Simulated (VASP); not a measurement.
## NaCl: single point with r2SCANh

The system is NaCl.

```
Na Cl
1.0
     3.45955    0.00000    0.00000
     0.00000    3.45955    0.00000
     0.00000    0.00000    3.45955
Na Cl
1 1
Direct
  0.00000 0.00000 0.00000
  0.50000 0.50000 0.50000
```

| Item | Value |
| --- | --- |
| Program | VASP 6.6.1 |
| Task | single point |
| Functional | r2SCANh |
| Potentials or basis | VASP PAW PBE potentials, release 64 (Na_pv, Cl) |
| Cutoff | 520 eV |
| k mesh | 6 × 6 × 6 |
| Occupations | gaussian, width 0.01 eV |
| Spin | no spin polarisation |
| Dipole correction | no |
| Grid for exact exchange (PRECFOCK) | Normal |
| Further INCAR settings | ALGO = Normal; EDIFF = 1e-07; NBANDS = 14 |
| Share of exact exchange | 0.1 |

| Item | Value |
| --- | --- |
| Pressure | -0.3 GPa |
| Band gap on the k mesh | 5.63 eV (least direct gap 6.18 eV) |

Levels at points of the mesh, in eV from the valence-band top:
| k point | band 4 | band 5 | band 6 | band 7 | band 8 | band 9 | band 10 | band 11 |
| --- | --- | --- | --- | --- | --- | --- | --- | --- |
| (0.00, 0.00, 0.00) | -14.53 | -0.55 | -0.55 | -0.55 | 5.63 | 9.88 | 9.88 | 17.72 |
| (0.50, 0.00, 0.00) | -14.12 | -3.23 | -0.29 | -0.29 | 8.53 | 10.56 | 12.02 | 13.53 |
| (0.50, 0.50, 0.00) | -13.80 | -2.52 | -2.52 | 0.00 | 6.95 | 11.50 | 12.97 | 12.97 |
| (0.50, 0.50, 0.50) | -13.48 | -2.08 | -2.08 | -2.08 | 8.47 | 8.47 | 8.47 | 14.05 |

Run time: 30 min on 1 thread of AMD EPYC 7R13 Processor (Zen 3), on a shared host, peak memory 0.15 GiB.

Caveat: the PAW data sets were made with another functional, which shifts forces and pressure a little. A k mesh can miss the band edges.
